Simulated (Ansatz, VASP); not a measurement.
One calculation of GaSb, two programs

```xyz
2
Lattice="-1.5559 2.6750 2.8933 1.5559 -2.6750 2.8933 1.5559 2.6750 -2.8933" Properties=species:S:1:pos:R:3 pbc="T T T"
Sb    0.0000    0.0000    2.8933
Ga    0.0000    0.0000    0.0000
```

Alike in both runs: task single point; functional PBE-based screened hybrid with a share of 0.25 of exact exchange and HFSCREEN = 0.6; k mesh 5 × 5 × 5; occupations fermi-dirac, width 0.05 eV; no spin polarisation.

|  | VASP | Ansatz |
| --- | --- | --- |
| version | VASP 6.6.1 | Ansatz 0.2.0 |
| potentials or method | VASP PAW PBE potentials, release 64 (Sb, Ga_d) | Ansatz PAW |
| plane-wave cutoff (eV) | 520 | 420 |
| valence electrons in the cell | 18 | 28 |

Ansatz gave:

* gap on the k mesh at the Fermi level (eV): none
* pressure (GPa): -0.7
* traceless stress, the component that is largest in VASP (GPa): 2.86

Q: Estimate VASP's values.

A: gap on the k mesh at the Fermi level (eV): none; pressure (GPa): -1.0; traceless stress, the component that is largest in VASP (GPa): 2.78.

VASP's potentials were made for PBE, not for PBE-based screened hybrid. A gap of «none» marks a metal or a gap that the smearing closes. VASP's potentials hold 18 valence electrons a cell and Ansatz's 28, so a difference there can come from the potentials and not from the codes.

The k mesh is coarse, so the values compare programs but aren't converged. Neither program's run includes spin-orbit coupling.
